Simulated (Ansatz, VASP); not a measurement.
**Pt in VASP and in Ansatz**

INCAR

```
SYSTEM = Pt
  ALGO = Normal
  EDIFF = 1E-6
  ENCUT = 520
  GGA = PE
  ISIF = 2
  ISMEAR = 0
  LASPH = .TRUE.
  LCHARG = .TRUE.
  LELF = .TRUE.
  LREAL = .FALSE.
  LVHAR = .TRUE.
  LWAVE = .FALSE.
  NBANDS = 11
  NELM = 80
  PREC = Accurate
  SIGMA = 0.1
```

KPOINTS

```
k-points
0
G
  20 20 20
  0 0 0
```

The input POSCAR:

```
Pt
1.0
    0.0000000000      1.8852619183      1.8852619183
    1.8852619183      0.0000000000      1.8852619183
    1.8852619183      1.8852619183      0.0000000000
Pt
1
Direct
    0.0000000000      0.0000000000      0.0000000000
```

Input for Ansatz:

```yaml
crystal:
  lattice:
    - [0.0, 1.8852619183, 1.8852619183]
    - [1.8852619183, 0.0, 1.8852619183]
    - [1.8852619183, 1.8852619183, 0.0]
  atoms:
    - { symbol: Pt, position: [0.0, 0.0, 0.0] }
basis:
  ecutwfc: 420
kpoints:
  mp_grid: { grid: [20, 20, 20] }
hamiltonian:
  xc: pbe
scf:
  occupations: { method: gaussian, width: 0.1 }
output:
  forces: true
  stress: true
  eigenvalues: true
```

Alike in both runs: task single point; functional PBE; k mesh 20 × 20 × 20; occupations gaussian, width 0.1 eV; no spin polarisation.

|  | VASP | Ansatz |
| --- | --- | --- |
| version | VASP 6.6.1 | Ansatz 0.2.0 |
| potentials or method | VASP PAW PBE potentials, release 64 (Pt), cutoff 520 eV | scalar-relativistic, plane waves, PAW |
| valence electrons in the cell | 10 | 18 |

|  | VASP | Ansatz | Ansatz less VASP |
| --- | --- | --- | --- |
| gap on the k mesh at the Fermi level (eV) | none | none | - |
| pressure (GPa) | 57.6 | 58.2 | +0.60 |

A gap of «none» marks a metal or a gap that the smearing closes. Both programs put the cell under a high pressure, so it lies far from rest at this level. With one functional, cell and mesh, what is left measures potentials, basis and numerics. VASP's potentials hold 10 valence electrons a cell and Ansatz's 18, so a difference there can come from the potentials and not from the codes.

Spin-orbit coupling is off throughout.
